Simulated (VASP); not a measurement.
# P in VASP: further runs

The runs below take P through single point, with PBE.

Program: VASP 6.6.1. These are calculated values, not measurements. Logs are shortened: lines on timing, memory, paths and dates and some standing lists are left out, and cuts for length are marked.

**1. The cell of the first run**

Symmetry: Cmce, No. 64, orthorhombic system. Conventional cell: a = 3.265 Å, b = 9.659 Å, c = 4.526 Å, α = 90.00°, β = 90.00°, γ = 90.00°. Within 2.6 Å of P (site symmetry m) lie 3 P at 1.86 to 2.55 Å.

**2. Single point, PBE (strained)**

INCAR reads:

```
SYSTEM = P
PREC = Accurate ; ENCUT = 520
EDIFF = 1E-6 ; ISMEAR = 0
SIGMA = 0.05 ; LREAL = .False.
LASPH = .True. ; NELM = 100
ALGO = Normal ; ISIF = 2
LWAVE = .False. ; LCHARG = .False.
GGA = PE ; NBANDS = 18
```

KPOINTS reads:

```
Automatic mesh
0
Gamma
  12 12 8
  0 0 0
```

POSCAR reads:

```
P
1.0
    1.6326078500     -4.8293175000      0.0000000000
    1.6326078500      4.8293175000      0.0000000000
    0.0000000000      0.0000000000      4.5257226000
P
4
Direct
    0.0950919575      0.9049080425      0.9666502942
    0.5950919575      0.4049080425      0.5333497058
    0.9049080425      0.0950919575      0.0333497058
    0.4049080425      0.5950919575      0.4666502942
```

Potentials or basis: VASP PAW PBE potentials, release 64 (P).

Started as:

```
$ cat potpaw_PBE.64/P/POTCAR > POTCAR
$ mpirun -np 1 vasp_std > vasp.out
```

OUTCAR:

```text
SYSTEM = P
   PREC = Accurate
   ENCUT = 520
   EDIFF = 1E-6
   ISMEAR = 0
   LREAL = .False.
   LASPH = .True.
   NELM = 100
   ISIF = 2
   GGA = PE

 ion  position               nearest neighbor table
   1  0.095  0.905  0.967-   3 1.86   2 2.55   2 2.55
   2  0.595  0.405  0.533-   4 1.86   1 2.55   1 2.55
   3  0.905  0.095  0.033-   1 1.86   4 2.55   4 2.55
   4  0.405  0.595  0.467-   2 1.86   3 2.55   3 2.55

  LATTYP: Found a base centered orthorhombic cell.
 ALAT       =     3.2652157000
 B/A-ratio  =     2.9580388824
 C/A-ratio  =     1.3860409283

  Lattice vectors:

 A1 = (   1.6326078500,  -4.8293175000,   0.0000000000)
 A2 = (   1.6326078500,   4.8293175000,   0.0000000000)
 A3 = (   0.0000000000,   0.0000000000,   4.5257226000)

Analysis of symmetry for initial positions (statically):
=====================================================================
 Subroutine PRICEL returns:
 Original cell was already a primitive cell.

 Routine SETGRP: Setting up the symmetry group for a
 base centered orthorhombic supercell.

 Subroutine GETGRP returns: Found  8 space group operations
 (whereof  4 operations were pure point group operations)
 out of a pool of  8 trial point group operations.

The static configuration has the point symmetry C_2h.
 The point group associated with its full space group is D_2h.

Analysis of symmetry for dynamics (positions and initial velocities):
=====================================================================
 Subroutine PRICEL returns:
 Original cell was already a primitive cell.

 Routine SETGRP: Setting up the symmetry group for a
 base centered orthorhombic supercell.

 Subroutine GETGRP returns: Found  8 space group operations
 (whereof  4 operations were pure point group operations)
 out of a pool of  8 trial point group operations.

The dynamic configuration has the point symmetry C_2h.
 The point group associated with its full space group is D_2h.

 Subroutine INISYM returns: Found  8 space group operations
 (whereof  4 operations are pure point group operations),
 and found     1 'primitive' translations

----------------------------------------------------------------------------------------

                                     Primitive cell

  volume of cell :      71.3650

  direct lattice vectors                    reciprocal lattice vectors
     1.632607850 -4.829317500  0.000000000     0.306258481 -0.103534299  0.000000000
     1.632607850  4.829317500  0.000000000     0.306258481  0.103534299  0.000000000
     0.000000000  0.000000000  4.525722600     0.000000000  0.000000000  0.220959190

  length of vectors
     5.097814817  5.097814817  4.525722600     0.323285645  0.323285645  0.220959190

  position of ions in fractional coordinates (direct lattice)
     0.095091958  0.904908042  0.966650294
     0.595091958  0.404908042  0.533349706
     0.904908042  0.095091958  0.033349706
     0.404908042  0.595091958  0.466650294

  ion indices of the primitive-cell ions
   primitive index   ion index
                 1           1
                 2           2
                 3           3
                 4           4

----------------------------------------------------------------------------------------

 KPOINTS: Automatic mesh

Automatic generation of k-mesh.
 Grid dimensions read from file:
 generate k-points for:   12   12    8

 Generating k-lattice:

  Cartesian coordinates                     Fractional coordinates (reciprocal lattice)
     0.025521540 -0.008627858  0.000000000     0.083333333  0.000000000  0.000000000
     0.025521540  0.008627858  0.000000000     0.000000000  0.083333333  0.000000000
     0.000000000  0.000000000  0.027619899     0.000000000  0.000000000  0.125000000

  Length of vectors
     0.026940470  0.026940470  0.027619899

  Shift w.r.t. Gamma in fractional coordinates (k-lattice)
     0.000000000  0.000000000  0.000000000

 Subroutine IBZKPT returns following result:
 ===========================================

 Found    215 irreducible k-points:

 Following reciprocal coordinates:
            Coordinates               Weight
  0.000000  0.000000  0.000000      1.000000
  0.083333 -0.000000  0.000000      4.000000
  0.166667 -0.000000  0.000000      4.000000
  0.250000  0.000000  0.000000      4.000000
  0.333333 -0.000000  0.000000      4.000000
  0.416667  0.000000  0.000000      4.000000
[... 16 lines left out ...]
  0.500000  0.166667  0.000000      4.000000
 -0.416667  0.166667  0.000000      4.000000
 [... further k-points ...]
   k-points           NKPTS =    215   k-points in BZ     NKDIM =    215   number of bands    NBANDS=     18
   number of dos      NEDOS =    301   number of ions     NIONS =      4
   total plane-waves  NPLWV =  57600
   dimension x,y,z NGX =    40 NGY =   40 NGZ =   36
   dimension x,y,z NGXF=    80 NGYF=   80 NGZF=   72
   ions per type =               4
   NGX,Y,Z   is equivalent  to a cutoff of  13.04, 13.04, 13.22 a.u.
   NGXF,Y,Z  is equivalent  to a cutoff of  26.09, 26.09, 26.45 a.u.
 SYSTEM =  P
   PREC   = accura    normal or accurate (medium, high low for compatibility)
   ISTART =      0    job   : 0-new  1-cont  2-samecut
   ICHARG =      2    charge: 1-file 2-atom 10-const
   ISPIN  =      1    spin polarized calculation?
   LNONCOLLINEAR =      F non collinear calculations
   LSORBIT =      F    spin-orbit coupling
   LASPH  =      T    aspherical Exc in radial PAW
   ENCUT  =  520.0 eV  38.22 Ry    6.18 a.u.   9.48  9.48  8.41*2*pi/ulx,y,z
   NELM   =    100;   NELMIN=  2; NELMDL= -5     # of ELM steps
   EDIFF  = 0.1E-05   stopping-criterion for ELM
   LREAL  =      F    real-space projection
   EDIFFG = 0.1E-04   stopping-criterion for IOM
   NSW    =      0    number of steps for IOM
   IBRION =     -1    ionic relax: 0-MD 1-quasi-New 2-CG
   NFREE  =      0    steps in history (QN), initial steepest desc. (CG)
   ISIF   =      2    stress and relaxation
   ISYM   =      2    0-nonsym 1-usesym 2-fastsym
   POTIM  = 0.5000    time-step for ionic-motion
   TEBEG  =    0.0;   TEEND  =   0.0 temperature during run
   PSTRESS=    0.0 pullay stress
   NELECT =      20.0000    total number of electrons
   NUPDOWN=      -1.0000    fix difference up-down
   EMIN   =  10.00;   EMAX   =-10.00  energy-range for DOS
   EFERMI =   0.00;   METHOD = LEGACY
   ISMEAR =     0;   SIGMA  =   0.05  broadening in eV -4-tet -1-fermi 0-gaus
   EFERMI_NEDOS =   21; number of points for ismear=-14 and -15
   IALGO  =     38    algorithm
   IMIX   =      4    mixing-type and parameters
     AMIX     =   0.40;   BMIX     =  1.00
     AMIX_MAG =   1.60;   BMIX_MAG =  1.00
  volume/ion in A,a.u.               =      17.84       120.40
  Fermi-wavevector in a.u.,A,eV,Ry     =   1.071329  2.024519 15.616038  1.147746
  Thomas-Fermi vector in A             =   2.207066
   LORBIT       =      0    0 simple, 1 ext, 2 COOP (PROOUT), +10 PAW based schemes
   GGA     = PE    functional components
   LHFCALC =     F    Hartree Fock is set to
   AEXX    =    0.0000 exact exchange contribution
   IVDW    =     0    specifies the selected vdW correction
   LEPSILON=     F    determine dielectric tensor
   LRPA    =     F    only Hartree local field effects (RPA)
 non-spin polarized calculation
 Gauss-broadening in eV      SIGMA  =   0.05
  energy-cutoff  :      520.00
  volume of cell :       71.37
 maximum number of plane-waves:      1944
 NGX is ok and might be reduce to    40
   NGX = 19   NGY = 19   NGZ = 17

 number of electron      20.0000001 magnetization

 Free energy of the ion-electron system (eV)
  ---------------------------------------------------
  ext. energy  EPLUGINS =         0.00000000
  ---------------------------------------------------
  free energy    TOTEN  =       -18.17537523 eV

  energy without entropy =      -18.17248748  energy(sigma->0) =      -18.17393136

 E-fermi :   6.4530     XC(G=0): -10.2098

 val. band max:        6.4475253864   @ k =   0.3333   0.1667   0.2500
 cond. band min:       6.4597775468   @ k =  -0.4167   0.2500   0.3750
 fundamental gap:      0.0122521604
 Fermi energy:         6.4529910046

 k-point     1 :       0.0000    0.0000    0.0000
  band No.  band energies     occupation
      1      -9.2293      2.00000
      2      -4.9745      2.00000
      3      -3.2503      2.00000
      4       0.2459      2.00000
      5       0.3336      2.00000
      6       2.5350      2.00000
[... 10 lines left out ...]
     17      12.9864      0.00000
     18      14.0999      0.00000

 k-point     2 :       0.0833   -0.0000    0.0000
  band No.  band energies     occupation
      1      -9.1500      2.00000
      2      -4.9861      2.00000
      3      -3.1942      2.00000
      4       0.2294      2.00000
      5       0.5411      2.00000
      6       2.4218      2.00000
[... 10 lines left out ...]
     17      13.3361      0.00000
     18      13.3568      0.00000

 k-point     3 :       0.1667   -0.0000    0.0000
  band No.  band energies     occupation
      1      -8.9148      2.00000
      2      -5.0443      2.00000
      3      -3.0227      2.00000
      4       0.3755      2.00000
      5       0.9509      2.00000
      6       2.0338      2.00000
[... 10 lines left out ...]
     17      13.8272      0.00000
     18      13.8536      0.00000

 k-point     4 :       0.2500    0.0000    0.0000
  band No.  band energies     occupation
      1      -8.5323      2.00000
      2      -5.2127      2.00000
      3      -2.7281      2.00000
      4       0.7094      2.00000
      5       1.3451      2.00000
      6       1.4771      2.00000
[... 375 lines left out ...]
      4       0.1596      2.00000
      5       1.2464      2.00000
      6       2.0033      2.00000
[... 10 lines left out ...]
     17      14.6621      0.00000
     18      14.8011      0.00000

 k-point    23 :       0.5000    0.1667    0.0000
  band No.  band energies     occupation
      1      -7.9224      2.00000
      2      -5.5756      2.00000
      3      -2.8745      2.00000
      4       0.7336      2.00000
      5       1.3568      2.00000
      6       1.4178      2.00000
[... 10 lines left out ...]
     17      14.1741      0.00000
     18      15.7659      0.00000

 k-point    24 :      -0.4167    0.1667    0.0000
  band No.  band energies     occupation
      1      -8.4336      2.00000
      2      -5.2001      2.00000
      3      -3.3281      2.00000
      4       0.7684      2.00000
      5       1.2154      2.00000
      6       1.8620      2.00000
[... 10 lines left out ...]
     17      13.1946      0.00000
     18      13.9822      0.00000

 [... further k-points ...]

------------------------ aborting loop because EDIFF is reached ----------------------------------------

  FORCE on cell =-STRESS in cart. coord.  units (eV):
  Direction    XX          YY          ZZ          XY          YZ          ZX
  --------------------------------------------------------------------------------------
  -------------------------------------------------------------------------------------
  Total       -1.0994505     28.2075687     -4.1484423      0.0000000      0.0000000      0.0000000
  in kB      -24.6831556    633.2725614    -93.1343889      0.0000000      0.0000000      0.0000000
  external PRESSURE =     171.8183390 kB  Pullay stress =       0.0000000 kB

 VOLUME and BASIS-vectors are now :
 -----------------------------------------------------------------------------
  energy-cutoff  :      520.00
  volume of cell :       71.37
      direct lattice vectors                 reciprocal lattice vectors
     1.632607850 -4.829317500  0.000000000     0.306258481 -0.103534299  0.000000000
     1.632607850  4.829317500  0.000000000     0.306258481  0.103534299  0.000000000
     0.000000000  0.000000000  4.525722600     0.000000000  0.000000000  0.220959190

 POSITION                                       TOTAL-FORCE (eV/Angst)
 -----------------------------------------------------------------------------------
      1.63261      3.91086      4.37479         0.000000     -7.275597     -2.028241
      1.63261     -0.91846      2.41379         0.000000     -7.275597      2.028241
      1.63261     -3.91086      0.15093         0.000000      7.275597      2.028241
      1.63261      0.91846      2.11193         0.000000      7.275597     -2.028241
 -----------------------------------------------------------------------------------
    total drift:                               -0.000000      0.000000      0.000000

  FREE ENERGIE OF THE ION-ELECTRON SYSTEM (eV)
  ---------------------------------------------------
  free  energy   TOTEN  =       -18.1753752333 eV

  energy  without entropy=      -18.1724874825  energy(sigma->0) =      -18.17393136
```

It took 2.7 min on 1 thread of AMD EPYC 9R45 (Zen 5), shared host; peak memory 0.31 GiB.

What came out:

```
Free energy            : -18.1754 eV
Pressure               : 17.2 GPa
Largest force          : 7.553 eV/Å
Band gap on the k mesh : zero (bands 10 and 11 overlap by 2.17 eV)
```

Forces in eV/Å, atoms in the order of the input:
```
P    0.000 -7.276 -2.028
P    0.000 -7.276  2.028
P    0.000  7.276  2.028
P    0.000  7.276 -2.028
```

Caveat: the cell differs from its parent crystal (strained); the cell stands under pressure; forces of over 1 eV/Å act on the atoms, so gaps and moduli don't describe the material at rest.

(Part 1 of 2 ends here.)
